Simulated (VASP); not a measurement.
# Al (P-1) in VASP: single point with r2SCAN

Aim: the single point of Al with r2SCAN.

Everything below comes from runs of VASP 6.6.1. Logs are shortened: lines on timing, memory, paths and dates and some standing lists are left out, and cuts for length are marked.

## Step 1: The cell of the first run

The typed cell holds 2 atoms: a = 3.189 Å, b = 3.189 Å, c = 3.189 Å, α = 90.00°, β = 90.00°, γ = 90.00°.

## Step 2: Single point, r2SCAN

POSCAR

```
Al
1.0
    0.0000000000     -3.1887371512      0.0000000000
   -3.1887371512      0.0000000000      0.0000000000
    0.0000000000      0.0000000000     -3.1887371512
Al
2
Direct
    0.3661596796      0.4720452978      0.6382252411
    0.1338403204      0.0279547022     -0.1382252411
```

INCAR.step1

```
SYSTEM = Al
ALGO = Normal ; EDIFF = 1E-4
ENCUT = 520 ; GGA = PE
ISMEAR = 0 ; LASPH = .TRUE.
LCHARG = .FALSE. ; LREAL = .FALSE.
LWAVE = .TRUE. ; NBANDS = 10
NELM = 80 ; PREC = Accurate
SIGMA = 0.15
```

INCAR.step2

```
SYSTEM = Al
ALGO = Normal ; EDIFF = 1E-6
ENCUT = 520 ; ISIF = 2
ISMEAR = 0 ; ISTART = 1
LASPH = .TRUE. ; LCHARG = .TRUE.
LELF = .TRUE. ; LMIXTAU = .TRUE.
LREAL = .FALSE. ; LVHAR = .TRUE.
LWAVE = .FALSE. ; METAGGA = R2SCAN
NBANDS = 10 ; NELM = 80
PREC = Accurate ; SIGMA = 0.15
```

KPOINTS

```
k-points
0
G
  10 10 10
  0 0 0
```

Potentials or basis: VASP PAW PBE potentials, release 64 (Al).

Run with:

```
cat potpaw_PBE.64/Al/POTCAR > POTCAR
cp INCAR.step1 INCAR
mpirun -np 1 vasp_std > vasp.out
cp INCAR.step2 INCAR
mpirun -np 1 vasp_std > vasp.out
```

OUTCAR:

```text
SYSTEM = Al
   EDIFF = 1E-6
   ENCUT = 520
   ISIF = 2
   ISMEAR = 0
   ISTART = 1
   LASPH = .TRUE.
   LREAL = .FALSE.
   METAGGA = R2SCAN
   NELM = 80
   PREC = Accurate

 ion  position               nearest neighbor table
   1  0.366  0.472  0.638-   2 1.75   2 2.05   2 2.92   2 2.95   2 3.11   2 3.13
   2  0.134  0.028  0.862-   1 1.75   1 2.05   1 2.92   1 2.95   1 3.11   1 3.13

  LATTYP: Found a simple cubic cell.
 ALAT       =     3.1887371512

  Lattice vectors:

 A1 = (   0.0000000000,  -3.1887371512,   0.0000000000)
 A2 = (  -3.1887371512,   0.0000000000,   0.0000000000)
 A3 = (   0.0000000000,   0.0000000000,  -3.1887371512)

Analysis of symmetry for initial positions (statically):
=====================================================================
 Subroutine PRICEL returns:
 Original cell was already a primitive cell.

 Routine SETGRP: Setting up the symmetry group for a
 simple cubic supercell.

 Subroutine GETGRP returns: Found  2 space group operations
 (whereof  1 operations were pure point group operations)
 out of a pool of 48 trial point group operations.

The static configuration has the point symmetry C_1 .
 The point group associated with its full space group is S_2 .

Analysis of symmetry for dynamics (positions and initial velocities):
=====================================================================
 Subroutine PRICEL returns:
 Original cell was already a primitive cell.

 Routine SETGRP: Setting up the symmetry group for a
 simple cubic supercell.

 Subroutine GETGRP returns: Found  2 space group operations
 (whereof  1 operations were pure point group operations)
 out of a pool of 48 trial point group operations.

The dynamic configuration has the point symmetry C_1 .
 The point group associated with its full space group is S_2 .

 Subroutine INISYM returns: Found  2 space group operations
 (whereof  1 operations are pure point group operations),
 and found     1 'primitive' translations

----------------------------------------------------------------------------------------

                                     Primitive cell

  volume of cell :      32.4232

  direct lattice vectors                    reciprocal lattice vectors
     0.000000000 -3.188737151  0.000000000     0.000000000 -0.313603772  0.000000000
    -3.188737151  0.000000000  0.000000000    -0.313603772  0.000000000  0.000000000
     0.000000000  0.000000000 -3.188737151     0.000000000  0.000000000 -0.313603772

  length of vectors
     3.188737151  3.188737151  3.188737151     0.313603772  0.313603772  0.313603772

  position of ions in fractional coordinates (direct lattice)
     0.366159680  0.472045298  0.638225241
     0.133840320  0.027954702  0.861774759

  ion indices of the primitive-cell ions
   primitive index   ion index
                 1           1
                 2           2

----------------------------------------------------------------------------------------

 KPOINTS: k-points

Automatic generation of k-mesh.
 Grid dimensions read from file:
 generate k-points for:   10   10   10

 Generating k-lattice:

  Cartesian coordinates                     Fractional coordinates (reciprocal lattice)
     0.000000000 -0.031360377  0.000000000     0.100000000  0.000000000  0.000000000
    -0.031360377  0.000000000  0.000000000     0.000000000  0.100000000  0.000000000
     0.000000000  0.000000000 -0.031360377     0.000000000  0.000000000  0.100000000

  Length of vectors
     0.031360377  0.031360377  0.031360377

  Shift w.r.t. Gamma in fractional coordinates (k-lattice)
     0.000000000  0.000000000  0.000000000

 Subroutine IBZKPT returns following result:
 ===========================================

 Found    504 irreducible k-points:

 Following reciprocal coordinates:
            Coordinates               Weight
  0.000000  0.000000  0.000000      1.000000
  0.100000  0.000000  0.000000      2.000000
  0.000000  0.100000  0.000000      2.000000
  0.000000  0.000000  0.100000      2.000000
  0.200000  0.000000  0.000000      2.000000
  0.000000  0.200000  0.000000      2.000000
[... 16 lines left out ...]
  0.200000  0.100000  0.000000      2.000000
  0.000000  0.200000  0.100000      2.000000
 [... further k-points ...]
   k-points           NKPTS =    504   k-points in BZ     NKDIM =    504   number of bands    NBANDS=     10
   number of dos      NEDOS =    301   number of ions     NIONS =      2
   total plane-waves  NPLWV =  13824
   dimension x,y,z NGX =    24 NGY =   24 NGZ =   24
   dimension x,y,z NGXF=    48 NGYF=   48 NGZF=   48
   ions per type =               2
   NGX,Y,Z   is equivalent  to a cutoff of  12.51, 12.51, 12.51 a.u.
   NGXF,Y,Z  is equivalent  to a cutoff of  25.02, 25.02, 25.02 a.u.
 SYSTEM =  Al
   PREC   = accura    normal or accurate (medium, high low for compatibility)
   ISTART =      1    job   : 0-new  1-cont  2-samecut
   ICHARG =      0    charge: 1-file 2-atom 10-const
   ISPIN  =      1    spin polarized calculation?
   LNONCOLLINEAR =      F non collinear calculations
   LSORBIT =      F    spin-orbit coupling
   LASPH  =      T    aspherical Exc in radial PAW
   ENCUT  =  520.0 eV  38.22 Ry    6.18 a.u.   5.93  5.93  5.93*2*pi/ulx,y,z
   NELM   =     80;   NELMIN=  2; NELMDL=  0     # of ELM steps
   EDIFF  = 0.1E-05   stopping-criterion for ELM
   LREAL  =      F    real-space projection
   EDIFFG = 0.1E-04   stopping-criterion for IOM
   NSW    =      0    number of steps for IOM
   IBRION =     -1    ionic relax: 0-MD 1-quasi-New 2-CG
   NFREE  =      0    steps in history (QN), initial steepest desc. (CG)
   ISIF   =      2    stress and relaxation
   ISYM   =      2    0-nonsym 1-usesym 2-fastsym
   POTIM  = 0.5000    time-step for ionic-motion
   TEBEG  =    0.0;   TEEND  =   0.0 temperature during run
   PSTRESS=    0.0 pullay stress
   NELECT =       6.0000    total number of electrons
   NUPDOWN=      -1.0000    fix difference up-down
   EMIN   =  10.00;   EMAX   =-10.00  energy-range for DOS
   EFERMI =   0.00;   METHOD = LEGACY
   ISMEAR =     0;   SIGMA  =   0.15  broadening in eV -4-tet -1-fermi 0-gaus
   EFERMI_NEDOS =   21; number of points for ismear=-14 and -15
   IALGO  =     38    algorithm
   IMIX   =      4    mixing-type and parameters
     AMIX     =   0.40;   BMIX     =  1.00
     AMIX_MAG =   1.60;   BMIX_MAG =  1.00
  volume/ion in A,a.u.               =      16.21       109.40
  Fermi-wavevector in a.u.,A,eV,Ry     =   0.932910  1.762945 11.841443  0.870322
  Thomas-Fermi vector in A             =   2.059557
   LORBIT       =      0    0 simple, 1 ext, 2 COOP (PROOUT), +10 PAW based schemes
   METAGGA = R2SCAN    functional components
   LHFCALC =     F    Hartree Fock is set to
   AEXX    =    0.0000 exact exchange contribution
   IVDW    =     0    specifies the selected vdW correction
   LEPSILON=     F    determine dielectric tensor
   LRPA    =     F    only Hartree local field effects (RPA)
 non-spin polarized calculation
 Gauss-broadening in eV      SIGMA  =   0.15
  energy-cutoff  :      520.00
  volume of cell :       32.42
 maximum number of plane-waves:       912
   NGX = 11   NGY = 11   NGZ = 11

 number of electron       6.0000000 magnetization

 Free energy of the ion-electron system (eV)
  ---------------------------------------------------
  ext. energy  EPLUGINS =         0.00000000
  ---------------------------------------------------
  free energy    TOTEN  =        -6.31953733 eV

  energy without entropy =       -6.31044324  energy(sigma->0) =       -6.31499028

 E-fermi :   7.8450     XC(G=0): -10.6001

 val. band max:        7.8440443296   @ k =  -0.2000   0.2000   0.3000
 cond. band min:       7.8499776954   @ k =  -0.2000  -0.2000   0.2000
 fundamental gap:      0.0059333658
 Fermi energy:         7.8450206135

 k-point     1 :       0.0000    0.0000    0.0000
  band No.  band energies     occupation
      1      -4.0659      2.00000
      2       8.8918      0.00000
      3       9.6657      0.00000
      4       9.8853      0.00000
      5      10.6411      0.00000
      6      11.3465      0.00000
      7      13.2004      0.00000
      8      21.9226      0.00000
      9      22.4176      0.00000
     10      22.7419      0.00000

 k-point     2 :       0.1000    0.0000    0.0000
  band No.  band energies     occupation
      1      -3.9222      2.00000
      2       7.8606      0.88343
      3       9.0029      0.00000
      4       9.8682      0.00000
      5      11.1361      0.00000
      6      12.3334      0.00000
      7      14.0687      0.00000
      8      20.3266      0.00000
      9      22.2263      0.00000
     10      22.3725      0.00000

 k-point     3 :       0.0000    0.1000    0.0000
  band No.  band energies     occupation
      1      -3.9129      2.00000
      2       7.2471      2.00000
      3      10.0149      0.00000
      4      10.6362      0.00000
      5      10.7810      0.00000
      6      11.4586      0.00000
      7      14.0567      0.00000
      8      20.6427      0.00000
      9      21.7400      0.00000
     10      22.1395      0.00000

 k-point     4 :       0.0000    0.0000    0.1000
  band No.  band energies     occupation
      1      -3.9227      2.00000
      2       7.8832      0.71878
      3       9.0030      0.00000
      4       9.8540      0.00000
      5      11.0628      0.00000
      6      12.4050      0.00000
      7      14.0633      0.00000
      8      20.3438      0.00000
      9      22.3028      0.00000
     10      22.4570      0.00000

 k-point     5 :       0.2000    0.0000    0.0000
  band No.  band energies     occupation
      1      -3.4969      2.00000
      2       5.6139      2.00000
      3       9.3055      0.00000
      4      10.1858      0.00000
      5      11.4875      0.00000
      6      13.0216      0.00000
      7      16.4460      0.00000
      8      18.3232      0.00000
      9      20.1702      0.00000
     10      21.2281      0.00000

 k-point     6 :       0.0000    0.2000    0.0000
  band No.  band energies     occupation
      1      -3.4557      2.00000
      2       5.1357      2.00000
      3      10.4009      0.00000
      4      11.1976      0.00000
      5      11.3656      0.00000
      6      11.7851      0.00000
      7      15.7670      0.00000
      8      18.6219      0.00000
      9      20.0605      0.00000
     10      20.2641      0.00000
[... 183 lines left out ...]
 k-point    21 :      -0.1000    0.0000    0.1000
  band No.  band energies     occupation
      1      -3.7793      2.00000
      2       7.7198      1.76219
      3       8.3239      0.00001
      4       9.1200      0.00000
      5      11.9908      0.00000
      6      13.3312      0.00000
      7      14.2733      0.00000
      8      20.4778      0.00000
      9      20.5380      0.00000
     10      20.7516      0.00000

 k-point    22 :       0.0000   -0.1000    0.1000
  band No.  band energies     occupation
      1      -3.7695      2.00000
      2       7.2151      2.00000
      3       8.3034      0.00002
      4      10.4992      0.00000
      5      11.2242      0.00000
      6      13.1242      0.00000
      7      14.3870      0.00000
      8      19.3001      0.00000
      9      21.5511      0.00000
     10      22.0828      0.00000

 k-point    23 :       0.2000    0.1000    0.0000
  band No.  band energies     occupation
      1      -3.3439      2.00000
      2       5.6991      2.00000
      3       7.8783      0.75379
      4      10.7975      0.00000
      5      11.6384      0.00000
      6      13.9182      0.00000
      7      16.2626      0.00000
      8      17.6007      0.00000
      9      20.3524      0.00000
     10      21.4825      0.00000

 k-point    24 :       0.0000    0.2000    0.1000
  band No.  band energies     occupation
      1      -3.3141      2.00000
      2       5.2581      2.00000
      3       8.5438      0.00000
      4      11.0645      0.00000
      5      11.5700      0.00000
      6      13.9219      0.00000
      7      15.7817      0.00000
      8      17.5078      0.00000
      9      19.6875      0.00000
     10      20.5744      0.00000

 [... further k-points ...]

------------------------ aborting loop because EDIFF is reached ----------------------------------------

  FORCE on cell =-STRESS in cart. coord.  units (eV):
  Direction    XX          YY          ZZ          XY          YZ          ZX
  --------------------------------------------------------------------------------------
  -------------------------------------------------------------------------------------
  Total       29.1838891      5.5250082      4.9112287      6.3264632     -7.9133934     -6.1252822
  in kB     1442.1073303    273.0155240    242.6859181    312.6190225   -391.0363905   -302.6777652
  external PRESSURE =     652.6029241 kB  Pullay stress =       0.0000000 kB

 VOLUME and BASIS-vectors are now :
 -----------------------------------------------------------------------------
  energy-cutoff  :      520.00
  volume of cell :       32.42
      direct lattice vectors                 reciprocal lattice vectors
     0.000000000 -3.188737151  0.000000000     0.000000000 -0.313603772  0.000000000
    -3.188737151  0.000000000  0.000000000    -0.313603772  0.000000000  0.000000000
     0.000000000  0.000000000 -3.188737151     0.000000000  0.000000000 -0.313603772

 POSITION                                       TOTAL-FORCE (eV/Angst)
 -----------------------------------------------------------------------------------
     -1.50523     -1.16759     -2.03513        -8.390907    -10.369717     10.035182
     -0.08914     -0.42678     -2.74797         8.390907     10.369717    -10.035182
 -----------------------------------------------------------------------------------
    total drift:                               -0.000000     -0.000000     -0.000000

  FREE ENERGIE OF THE ION-ELECTRON SYSTEM (eV)
  ---------------------------------------------------
  free  energy   TOTEN  =        -6.3195373277 eV

  energy  without entropy=       -6.3104432406  energy(sigma->0) =       -6.31499028
```

It took 2.6 min on 1 thread of Intel Xeon Platinum 8124M at 3.00GHz (Skylake/Cascade Lake), shared host; peak memory 0.24 GiB.

What came out:

```
Free energy            : -6.3195 eV
Pressure               : 65.3 GPa
Largest force          : 16.693 eV/Å
Band gap on the k mesh : zero (band 3 reaches 12.45 eV, above the bottom of band 4 at 5.28 eV)
```

Forces in eV/Å, atoms in the order of the input:
```
Al   -8.391 -10.370  10.035
Al    8.391  10.370 -10.035
```

Caveat: the PAW data sets were made with another functional, which shifts forces and pressure a little.
